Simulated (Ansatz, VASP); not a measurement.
**Two plane-wave programs on Y2Ga**

```xyz
6
Lattice="6.1539 0.0000 0.0000 0.0000 6.1539 0.0000 0.0000 0.0000 6.1539" Properties=species:S:1:pos:R:3 pbc="T T T"
Y     1.5385    1.5385    1.5385
Y     1.5385    4.6155    4.6155
Y     4.6155    4.6155    1.5385
Y     4.6155    1.5385    4.6155
Ga    0.0000    0.0000    0.0000
Ga    3.0770    3.0770    3.0770
```

Alike in both runs: functional PBE; k mesh 6 × 6 × 6; occupations gaussian, width 0.1 eV; no spin polarisation.

Ansatz relaxed the structure, and its values are those at the end. VASP's run is a single point on that final structure, the one shown.

```csv
,VASP,Ansatz
version,VASP 6.6.1,Ansatz 0.2.0
potentials or method,"VASP PAW PBE potentials, release 64 (Y_sv, Ga_d), cutoff 500 eV","scalar-relativistic, plane waves, PAW"
valence electrons in the cell,70,70
```

```csv
,VASP,Ansatz,Ansatz less VASP
gap on the k mesh at the Fermi level (eV),none,none,-
pressure (GPa),0.0,0.0,-0.02
```

A gap of «none» marks a metal or a gap that the smearing closes.
